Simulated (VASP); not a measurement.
## BiTe: electric field gradients with LDA

BiTe:

```
CELL_PARAMETERS angstrom
0.00000 3.24575 3.24575
3.24575 0.00000 3.24575
3.24575 3.24575 0.00000
ATOMIC_POSITIONS crystal
Bi 0.00000 0.00000 0.00000
Te 0.50000 0.50000 0.50000
```

This cell differs from its parent crystal: volume scaled by 1.01.

```yaml
Program: VASP 6.6.1
Task: electric field gradients
Functional: LDA
Potentials_or_basis: VASP PAW LDA potentials, release 64 (Bi_d, Te)
Cutoff: 520 eV
k_mesh: 10 × 10 × 10
Occupations: fermi-dirac, width 0.08 eV
Spin: no spin polarisation
Dipole_correction: no
Further_INCAR_settings: ALGO = Normal; EDIFF = 1e-08; NBANDS = 18
```

- Pressure: -3.2 GPa

Levels at points of the mesh, in eV from the Fermi level:
```
           k point  band 6  band 7  band 8  band 9  band 10  band 11  band 12  band 13  band 14  band 15
(0.00, 0.00, 0.00)  -13.45   -8.19   -2.48   -2.48    -2.48     2.11     2.11     2.11     4.71     4.71
(0.50, 0.00, 0.00)  -11.53  -11.21   -1.85   -1.85    -1.57    -0.85    -0.61    -0.61     7.26     7.72
(0.50, 0.50, 0.00)  -11.73   -9.96   -5.56   -3.93    -3.93     2.29     3.52     3.52     4.84     8.69
```

Wall time 24 s on 1 thread of Intel(R) Xeon(R) 6975P-C (Granite Rapids), on a shared host, peak memory 0.2 GiB.

Caveat: without QUAD_EFG the Cq values of the log hold for a quadrupole moment of 1 mb, not for the nuclei; spin-orbit coupling is left out, which moves the levels of the heavy elements.
